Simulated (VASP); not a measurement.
# InAgTe2 (I-42d) in VASP: single point with PBE+D3(BJ)

Aim: the single point of InAgTe2 with PBE+D3(BJ).

Everything below comes from runs of VASP 6.6.1. Logs are shortened: lines on timing, memory, paths and dates and some standing lists are left out, and cuts for length are marked.

### Step 1. The cell of the first run

It takes space group I-42d (No. 122, tetragonal). Conventional cell: a = 6.469 Å, b = 6.469 Å, c = 12.795 Å, α = 90.00°, β = 90.00°, γ = 90.00°. In (site symmetry -4) has 4 Te at 2.82 Å within 3.7 Å. Ag (site symmetry -4) has 4 Te at 2.76 Å within 3.6 Å. Within 3.6 Å of Te (site symmetry 2) lie 2 Ag at 2.76 Å and 2 In at 2.82 Å.

### Step 2. Single point, PBE+D3(BJ)

The input, INCAR:

```
ALGO = Normal
EDIFF = 1E-6
ENCUT = 500
GGA = PE
GGA_COMPAT = F
ISIF = 2
ISMEAR = 0
IVDW = 12
LASPH = T
LCHARG = F
LREAL = F
LWAVE = F
NBANDS = 46
NELM = 120
PREC = Accurate
SIGMA = 0.1
```

The input, KPOINTS:

```
k-points
0
Gamma
  8 8 8
```

The input, POSCAR:

```
InAgTe2
1.0
   -3.2345690597      3.2345690597      6.3974607062
    3.2345690597     -3.2345690597      6.3974607062
    3.2345690597      3.2345690597     -6.3974607062
In Ag Te
2 2 4
Direct
    0.5000000000      0.5000000000      0.0000000000
    0.2500000000      0.7500000000      0.5000000000
    0.0000000000      0.0000000000      0.0000000000
    0.7500000000      0.2500000000      0.5000000000
    0.3750000000      0.3680217022      0.4930217022
    0.6319782978      0.1250000000      1.0069782978
    0.8750000000      0.8819782978      0.5069782978
    0.1180217022      0.6250000000     -0.0069782978
```

Potentials or basis: VASP PAW PBE potentials, release 64 (In_d, Ag, Te).

Started as:

```
cat potpaw_PBE.64/In_d/POTCAR potpaw_PBE.64/Ag/POTCAR potpaw_PBE.64/Te/POTCAR > POTCAR
mpirun -np 1 vasp_std > vasp.out
```

OUTCAR:

```text
EDIFF = 1E-6
   ENCUT = 500
   GGA = PE
   ISIF = 2
   ISMEAR = 0
   IVDW = 12
   LASPH = T
   LREAL = F
   NELM = 120
   PREC = Accurate
 IVDW          = 12

 ion  position               nearest neighbor table
   1  0.500  0.500  0.000-   7 2.82   6 2.82   8 2.82   5 2.82
   2  0.250  0.750  0.500-   6 2.82   5 2.82   7 2.82   8 2.82
   3  0.000  0.000  0.000-   8 2.76   7 2.76   6 2.76   5 2.76
   4  0.750  0.250  0.500-   5 2.76   6 2.76   7 2.76   8 2.76
   5  0.375  0.368  0.493-   4 2.76   3 2.76   1 2.82   2 2.82
   6  0.632  0.125  0.007-   3 2.76   4 2.76   2 2.82   1 2.82
   7  0.875  0.882  0.507-   3 2.76   4 2.76   1 2.82   2 2.82
   8  0.118  0.625  0.993-   3 2.76   4 2.76   2 2.82   1 2.82

  LATTYP: Found a body centered tetragonal cell.
 ALAT       =     6.4691381194
 C/A-ratio  =     1.9778401970

  Lattice vectors:

 A1 = (  -3.2345690597,   3.2345690597,   6.3974607062)
 A2 = (   3.2345690597,  -3.2345690597,   6.3974607062)
 A3 = (   3.2345690597,   3.2345690597,  -6.3974607062)

Analysis of symmetry for initial positions (statically):
=====================================================================
 Subroutine PRICEL returns:
 Original cell was already a primitive cell.

 Routine SETGRP: Setting up the symmetry group for a
 body centered tetragonal supercell.

 Subroutine GETGRP returns: Found  8 space group operations
 (whereof  4 operations were pure point group operations)
 out of a pool of 16 trial point group operations.

The static configuration has the point symmetry S_4 .
 The point group associated with its full space group is D_2d.

Analysis of symmetry for dynamics (positions and initial velocities):
=====================================================================
 Subroutine PRICEL returns:
 Original cell was already a primitive cell.

 Routine SETGRP: Setting up the symmetry group for a
 body centered tetragonal supercell.

 Subroutine GETGRP returns: Found  8 space group operations
 (whereof  4 operations were pure point group operations)
 out of a pool of 16 trial point group operations.

The dynamic configuration has the point symmetry S_4 .
 The point group associated with its full space group is D_2d.

 Subroutine INISYM returns: Found  8 space group operations
 (whereof  4 operations are pure point group operations),
 and found     1 'primitive' translations

----------------------------------------------------------------------------------------

                                     Primitive cell

  volume of cell :     267.7321

  direct lattice vectors                    reciprocal lattice vectors
    -3.234569060  3.234569060  6.397460706     0.000000000  0.154580097  0.078156010
     3.234569060 -3.234569060  6.397460706     0.154580097  0.000000000  0.078156010
     3.234569060  3.234569060 -6.397460706     0.154580097  0.154580097  0.000000000

  length of vectors
     7.864628249  7.864628249  7.864628249     0.173214804  0.173214804  0.218609270

  position of ions in fractional coordinates (direct lattice)
     0.500000000  0.500000000  0.000000000
     0.250000000  0.750000000  0.500000000
     0.000000000  0.000000000  0.000000000
     0.750000000  0.250000000  0.500000000
     0.375000000  0.368021702  0.493021702
     0.631978298  0.125000000  0.006978298
     0.875000000  0.881978298  0.506978298
     0.118021702  0.625000000  0.993021702

  ion indices of the primitive-cell ions
   primitive index   ion index
                 1           1
                 2           2
                 3           3
                 4           4
                 5           5
                 6           6
                 7           7
                 8           8

----------------------------------------------------------------------------------------

 KPOINTS: k-points

Automatic generation of k-mesh.
 Grid dimensions read from file:
 generate k-points for:    8    8    8

 Generating k-lattice:

  Cartesian coordinates                     Fractional coordinates (reciprocal lattice)
     0.000000000  0.019322512  0.009769501     0.125000000 -0.000000000  0.000000000
     0.019322512  0.000000000  0.009769501    -0.000000000  0.125000000  0.000000000
     0.019322512  0.019322512  0.000000000     0.000000000  0.000000000  0.125000000

  Length of vectors
     0.021651850  0.021651850  0.027326159

  Shift w.r.t. Gamma in fractional coordinates (k-lattice)
     0.000000000  0.000000000  0.000000000

 Subroutine IBZKPT returns following result:
 ===========================================

 Found     59 irreducible k-points:

 Following reciprocal coordinates:
            Coordinates               Weight
  0.000000  0.000000  0.000000      1.000000
  0.125000 -0.000000  0.000000      8.000000
  0.250000 -0.000000  0.000000      8.000000
  0.375000  0.000000  0.000000      8.000000
  0.500000 -0.000000  0.000000      4.000000
  0.125000  0.125000  0.000000      8.000000
[... 16 lines left out ...]
  0.250000  0.125000  0.125000     16.000000
  0.375000  0.125000  0.125000      8.000000
 [... further k-points ...]
   k-points           NKPTS =     59   k-points in BZ     NKDIM =     59   number of bands    NBANDS=     46
   number of dos      NEDOS =    301   number of ions     NIONS =      8
   total plane-waves  NPLWV = 216000
   dimension x,y,z NGX =    60 NGY =   60 NGZ =   60
   dimension x,y,z NGXF=   120 NGYF=  120 NGZF=  120
   ions per type =               2   2   4
   NGX,Y,Z   is equivalent  to a cutoff of  12.68, 12.68, 12.68 a.u.
   NGXF,Y,Z  is equivalent  to a cutoff of  25.37, 25.37, 25.37 a.u.
 SYSTEM =  unknown system
   PREC   = accura    normal or accurate (medium, high low for compatibility)
   ISTART =      0    job   : 0-new  1-cont  2-samecut
   ICHARG =      2    charge: 1-file 2-atom 10-const
   ISPIN  =      1    spin polarized calculation?
   LNONCOLLINEAR =      F non collinear calculations
   LSORBIT =      F    spin-orbit coupling
   LASPH  =      T    aspherical Exc in radial PAW
   ENCUT  =  500.0 eV  36.75 Ry    6.06 a.u.  14.34 14.34 14.34*2*pi/ulx,y,z
   NELM   =    120;   NELMIN=  2; NELMDL= -5     # of ELM steps
   EDIFF  = 0.1E-05   stopping-criterion for ELM
   LREAL  =      F    real-space projection
[... 7 lines left out ...]
   TEBEG  =    0.0;   TEEND  =   0.0 temperature during run
   PSTRESS=    0.0 pullay stress
   NELECT =      72.0000    total number of electrons
   NUPDOWN=      -1.0000    fix difference up-down
   EMIN   =  10.00;   EMAX   =-10.00  energy-range for DOS
   EFERMI =   0.00;   METHOD = LEGACY
   ISMEAR =     0;   SIGMA  =   0.10  broadening in eV -4-tet -1-fermi 0-gaus
   EFERMI_NEDOS =   21; number of points for ismear=-14 and -15
   IALGO  =     38    algorithm
   IMIX   =      4    mixing-type and parameters
     AMIX     =   0.40;   BMIX     =  1.00
     AMIX_MAG =   1.60;   BMIX_MAG =  1.00
  volume/ion in A,a.u.               =      33.47       225.84
  Fermi-wavevector in a.u.,A,eV,Ry     =   1.056701  1.996876 15.192500  1.116617
  Thomas-Fermi vector in A             =   2.191947
   LORBIT       =      0    0 simple, 1 ext, 2 COOP (PROOUT), +10 PAW based schemes
   GGA     = PE    functional components
   LHFCALC =     F    Hartree Fock is set to
   AEXX    =    0.0000 exact exchange contribution
   IVDW    =    12    specifies the selected vdW correction
   LEPSILON=     F    determine dielectric tensor
   LRPA    =     F    only Hartree local field effects (RPA)
 non-spin polarized calculation
 Gauss-broadening in eV      SIGMA  =   0.10
  energy-cutoff  :      500.00
  volume of cell :      267.73
 maximum number of plane-waves:      6832
 NGX is ok and might be reduce to    60
   NGX = 29   NGY = 29   NGZ = 29

 number of electron      72.0000014 magnetization

 Free energy of the ion-electron system (eV)
  ---------------------------------------------------
  ext. energy  EPLUGINS =         0.00000000
  ---------------------------------------------------
  free energy    TOTEN  =       -25.39305815 eV

  energy without entropy =      -25.39285896  energy(sigma->0) =      -25.39295855

 E-fermi :   4.5908     XC(G=0):  -8.6853

 val. band max:        4.5019599414   @ k =   0.0000   0.0000   0.0000
 cond. band min:       4.6508336700   @ k =   0.0000   0.0000   0.0000
 fundamental gap:      0.1488737285
 Fermi energy:         4.5907939520

 k-point     1 :       0.0000    0.0000    0.0000
  band No.  band energies     occupation
      1     -10.3093      2.00000
      2     -10.3046      2.00000
      3     -10.3046      2.00000
      4     -10.2416      2.00000
      5     -10.2268      2.00000
      6     -10.2268      2.00000
[... 38 lines left out ...]
     45       8.8815      0.00000
     46       8.8815      0.00000

 k-point     2 :       0.1250   -0.0000    0.0000
  band No.  band energies     occupation
      1     -10.3092      2.00000
      2     -10.3049      2.00000
      3     -10.3033      2.00000
      4     -10.2422      2.00000
      5     -10.2288      2.00000
      6     -10.2263      2.00000
[... 38 lines left out ...]
     45       8.8479      0.00000
     46       9.0761      0.00000

 k-point     3 :       0.2500   -0.0000    0.0000
  band No.  band energies     occupation
      1     -10.3093      2.00000
      2     -10.3059      2.00000
      3     -10.2992      2.00000
      4     -10.2441      2.00000
      5     -10.2334      2.00000
      6     -10.2251      2.00000
[... 38 lines left out ...]
     45       8.9197      0.00000
     46       9.3291      0.00000

 k-point     4 :       0.3750    0.0000    0.0000
  band No.  band energies     occupation
      1     -10.3093      2.00000
      2     -10.3073      2.00000
      3     -10.2937      2.00000
      4     -10.2477      2.00000
      5     -10.2371      2.00000
      6     -10.2241      2.00000
[... 920 lines left out ...]
     45       9.2096      0.00000
     46       9.3481      0.00000

 k-point    23 :       0.2500    0.1250    0.1250
  band No.  band energies     occupation
      1     -10.3095      2.00000
      2     -10.3086      2.00000
      3     -10.2877      2.00000
      4     -10.2508      2.00000
      5     -10.2369      2.00000
      6     -10.2291      2.00000
[... 38 lines left out ...]
     45       9.4708      0.00000
     46       9.5538      0.00000

 k-point    24 :       0.3750    0.1250    0.1250
  band No.  band energies     occupation
      1     -10.3095      2.00000
      2     -10.3091      2.00000
      3     -10.2843      2.00000
      4     -10.2541      2.00000
      5     -10.2375      2.00000
      6     -10.2288      2.00000
[... 38 lines left out ...]
     45       9.5629      0.00000
     46       9.7024      0.00000

 [... further k-points ...]

------------------------ aborting loop because EDIFF is reached ----------------------------------------

 Edisp (eV)   -2.79537

 E8    (eV) :    -1.2927

  FORCE on cell =-STRESS in cart. coord.  units (eV):
  Direction    XX          YY          ZZ          XY          YZ          ZX
  --------------------------------------------------------------------------------------
  -------------------------------------------------------------------------------------
  Total      -0.06340    -0.06340    -0.05703     0.00000     0.00000    -0.00000
  in kB      -0.37940    -0.37940    -0.34128     0.00000     0.00000    -0.00000
  external pressure =       -0.37 kB  Pullay stress =        0.00 kB

 VOLUME and BASIS-vectors are now :
 -----------------------------------------------------------------------------
  energy-cutoff  :      500.00
  volume of cell :      267.73
      direct lattice vectors                 reciprocal lattice vectors
    -3.234569060  3.234569060  6.397460706     0.000000000  0.154580097  0.078156010
     3.234569060 -3.234569060  6.397460706     0.154580097  0.000000000  0.078156010
     3.234569060  3.234569060 -6.397460706     0.154580097  0.154580097  0.000000000

 POSITION                                       TOTAL-FORCE (eV/Angst)
 -----------------------------------------------------------------------------------
      0.00000      0.00000      6.39746        -0.000000      0.000000      0.000000
      3.23457      0.00000      3.19873        -0.000000     -0.000000      0.000000
      0.00000      0.00000      0.00000        -0.000000      0.000000      0.000000
      0.00000      3.23457      3.19873         0.000000     -0.000000     -0.000000
      1.57214      1.61728      1.59937        -0.008670      0.000000      0.000000
     -1.61728      1.66243      4.79810        -0.000000      0.008670     -0.000000
      1.66243      1.61728      7.99683         0.008670     -0.000000     -0.000000
      4.85185      1.57214     -1.59937         0.000000     -0.008670      0.000000
 -----------------------------------------------------------------------------------
    total drift:                               -0.000000     -0.000000     -0.000000

  FREE ENERGIE OF THE ION-ELECTRON SYSTEM (eV)
  ---------------------------------------------------
  free  energy   TOTEN  =       -28.1884236112 eV

  energy  without entropy=      -28.1882244259  energy(sigma->0) =      -28.18832402
```

Wall time 8.9 min (1 thread of Intel Xeon Platinum 8559C (Emerald Rapids), shared host); peak memory 0.87 GiB.

What came out:

```yaml
Free_energy: -28.1884 eV
Pressure: 0.0 GPa
Largest_force: 0.009 eV/Å
Band_gap_on_the_k_mesh: 0.15 eV, direct
Dispersion_energy_per_atom: -0.349 eV
```

Forces in eV/Å, atoms in the order of the input:
```
In   0.000  0.000  0.000
In   0.000  0.000  0.000
Ag   0.000  0.000  0.000
Ag   0.000  0.000  0.000
Te  -0.009  0.000  0.000
Te   0.000  0.009  0.000
Te   0.009  0.000  0.000
Te   0.000 -0.009  0.000
```

Levels at points of the mesh, in eV from the valence-band top:
```csv
k point,band 32,band 33,band 34,band 35,band 36,band 37,band 38,band 39,band 40,band 41
"(0.00, 0.00, 0.00)",-1.96,-1.96,-0.08,-0.08,0.00,0.15,1.89,2.06,3.46,3.46
"(0.50, 0.00, 0.00)",-1.87,-1.62,-1.30,-1.23,-0.62,1.78,2.11,2.93,3.54,3.74
"(0.50, 0.50, 0.00)",-1.38,-0.93,-0.93,-0.54,-0.54,0.93,0.93,2.89,2.89,4.15
"(0.50, 0.50, 0.50)",-1.85,-1.31,-1.31,-0.99,-0.99,1.54,1.54,2.06,2.06,2.73
```

Caveat: spin-orbit coupling is left out, which moves the levels of the heavy elements.
